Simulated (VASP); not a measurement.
Si: single point with PBE+D3(BJ)

Crystal: Si.

```
Si
1.0
     0.00000    0.00000   -5.23828
    -3.23912   -3.23912   -2.61914
    -3.23912    3.23912   -2.61914
Si
8
Direct
  0.47817 0.50000 0.54366
  0.50000 0.50000 0.00000
  0.00000 0.50000 0.50000
  0.50000 0.00000 0.50000
  0.00000 0.50000 0.00000
  0.50000 0.00000 0.00000
  0.00000 0.00000 0.50000
  0.00000 0.00000 0.00000
```

This cell differs from its parent crystal: atom 1 (Si) moved -0.200 Å along Cartesian [1 -1 0].

* Program: VASP 6.6.1
* Task: single point
* Functional: PBE
* Dispersion: D3(BJ)
* Potentials or basis: VASP PAW PBE potentials, release 64 (Si)
* Cutoff: 520 eV
* k mesh: 16 × 16 × 16
* Occupations: gaussian, width 0.15 eV
* Spin: no spin polarisation
* Dipole correction: no
* Further INCAR settings: ALGO = Fast; EDIFF = 1e-06; NBANDS = 26

```
Pressure                   : 0.5 GPa
Largest force              : 0.855 eV/Å
Band gap on the k mesh     : zero (bands 16 and 17 overlap by 2.68 eV)
Dispersion energy per atom : -0.452 eV
```

Forces on the atoms (eV/Å):
```
Si   0.605 -0.605  0.000
Si  -0.355  0.355 -0.374
Si   0.141 -0.141  0.000
Si   0.039 -0.039  0.000
Si  -0.355  0.355  0.374
Si   0.018  0.131  0.000
Si   0.039 -0.039  0.000
Si  -0.131 -0.018  0.000
```

Stress tensor (GPa, compression positive):
```
 0.67 -0.65  0.00
-0.65  0.67  0.00
 0.00  0.00  0.06
```

Levels at points of the mesh, in eV from the Fermi level:
| k point | band 13 | band 14 | band 15 | band 16 | band 17 | band 18 | band 19 | band 20 |
| --- | --- | --- | --- | --- | --- | --- | --- | --- |
| (0.00, 0.00, 0.00) | -5.84 | -2.44 | -2.42 | -1.44 | 1.05 | 4.31 | 4.83 | 4.90 |
| (0.50, 0.00, 0.00) | -2.48 | -2.37 | -0.54 | -0.34 | 0.60 | 0.72 | 0.85 | 0.95 |
| (0.00, 0.50, 0.00) | -1.64 | -1.61 | -1.13 | -1.03 | -0.78 | -0.71 | 0.12 | 0.13 |
| (0.00, 0.00, 0.50) | -1.83 | -1.81 | -0.98 | -0.95 | -0.92 | -0.92 | 0.03 | 0.34 |
| (0.00, 0.50, 0.50) | -2.44 | -2.43 | 0.39 | 0.69 | 0.73 | 0.99 | 2.32 | 2.37 |

It took 36 min on 1 thread of Oxide Virtual Turin-like Processor (shared host), peak memory 1.1 GiB.

Caveat: the cell differs from its parent crystal (atom 1 (Si) moved -0.200 Å along Cartesian [1 -1 0]).
